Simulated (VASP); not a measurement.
Write the native input for VASP 6.6.1 that does the following.

```yaml
Task: relaxation of cell and atoms
Functional: PBE
Potentials_or_basis: VASP PAW PBE potentials, release 64 (Re, Te, Os)
Cutoff: 600 eV
k_mesh: 4 × 4 × 4
Occupations: gaussian, width 0.1 eV
Spin: no spin polarisation
Dipole_correction: no
Further_INCAR_settings: ALGO = Normal; EDIFF = 1e-07; IBRION = 2; EDIFFG = -0.04; NSW = 90; ISIF = 3
```

The structure of ReTeOs3 lies in POSCAR:

```
ReTeOs3
1.0
    4.3062548900      0.0000000000      0.0000000000
    0.0000000000      4.3062548900      0.0000000000
    0.0000000000      0.0000000000      4.3062548900
Re Te Os
1 1 3
Direct
    0.5000000000      0.5000000000      0.5000000000
    0.0000000000      0.0000000000      0.0000000000
    0.5000000000      0.5000000000      0.0000000000
    0.0000000000      0.5000000000      0.5000000000
    0.5000000000      0.0000000000      0.5000000000
```

These files were run (other wordings do the same):

INCAR

```
SYSTEM = ReTeOs3
PREC = Accurate
ENCUT = 600
EDIFF = 1E-7
ISMEAR = 0
SIGMA = 0.1
LREAL = .False.
LASPH = .True.
NELM = 100
ALGO = Normal
ISIF = 3
LWAVE = .False.
LCHARG = .False.
GGA = PE
IBRION = 2
NSW = 90
EDIFFG = -0.04
```

KPOINTS

```
Automatic mesh
0
Gamma
  4 4 4
  0 0 0
```

Potentials or basis: VASP PAW PBE potentials, release 64 (Re, Te, Os).

Launch:

```bash
$ cat potpaw_PBE.64/Re/POTCAR potpaw_PBE.64/Te/POTCAR potpaw_PBE.64/Os/POTCAR > POTCAR
$ mpirun -np 1 vasp_std > vasp.out
```

Results of the run:

- Relaxed volume: 21.23 Å³/atom
- Relaxed cell: a = 4.735 Å, b = 4.735 Å, c = 4.735 Å, α = 90.00°, β = 90.00°, γ = 90.00°
- Space group after relaxing (to 0.05 Å): Pm-3m (No. 221)
- Energy gained by relaxing: 1103.4 meV/atom
- Ionic steps: 5
- Pressure after relaxing: 0.3 GPa

Caveat: the k points lie up to 0.33 Å⁻¹ apart in the final cell; the volume moved by over 15 % at a fixed basis, so the end points are rough.

It took 5.1 min on 1 thread of Intel(R) Xeon(R) Platinum 8259CL CPU @ 2.50GHz (Skylake/Cascade Lake), on a shared host, peak memory 0.23 GiB.
